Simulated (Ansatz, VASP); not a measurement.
## Pb: VASP beside Ansatz

Contents of INCAR:

```
SYSTEM = Pb
PREC = Accurate
ENCUT = 500
EDIFF = 1E-6
ISMEAR = -1
SIGMA = 0.28
LREAL = .FALSE.
LASPH = .TRUE.
NELM = 120
ALGO = Normal
ISIF = 2
LWAVE = .FALSE.
LCHARG = .TRUE.
GGA = PE
LELF = .TRUE.
LVHAR = .TRUE.
NBANDS = 13
GGA_COMPAT = .FALSE.
```

KPOINTS

```
regular mesh
0
G
  13 13 13
  0 0 0
```

POSCAR

```
Pb
1.0
    0.0000000000      2.4698000000      2.4698000000
    2.4698000000      0.0000000000      2.4698000000
    2.4698000000      2.4698000000      0.0000000000
Pb
1
Direct
    0.0000000000      0.0000000000      0.0000000000
```

Input for Ansatz:

```yaml
crystal:
  lattice:
    - [0.0, 2.4698, 2.4698]
    - [2.4698, 0.0, 2.4698]
    - [2.4698, 2.4698, 0.0]
  atoms:
    - { symbol: Pb, position: [0.0, 0.0, 0.0] }
kpoints:
  mp_grid: { grid: [13, 13, 13] }
scf:
  occupations: { method: fermi_dirac, width: 0.28 }
hamiltonian:
  xc: pbe
  pseudopotentials: { kind: all_electron, lapw: { basis_error: 0.00025 } }
output:
  forces: true
  stress: true
  eigenvalues: true
```

Alike in both runs: task single point; functional PBE; k mesh 13 × 13 × 13; occupations fermi-dirac, width 0.28 eV; no spin polarisation.

|  | VASP | Ansatz |
| --- | --- | --- |
| version | VASP 6.6.1 | Ansatz 0.2.0 |
| potentials or method | VASP PAW PBE potentials, release 64 (Pb_d), cutoff 500 eV | all-electron LAPW, scalar-relativistic |

```tsv
	VASP	Ansatz	Ansatz less VASP
pressure (GPa)	3.0	3.0	+0.07
```

Ansatz ran all-electron here, and VASP with PAW potentials.

Spin-orbit coupling is off throughout.
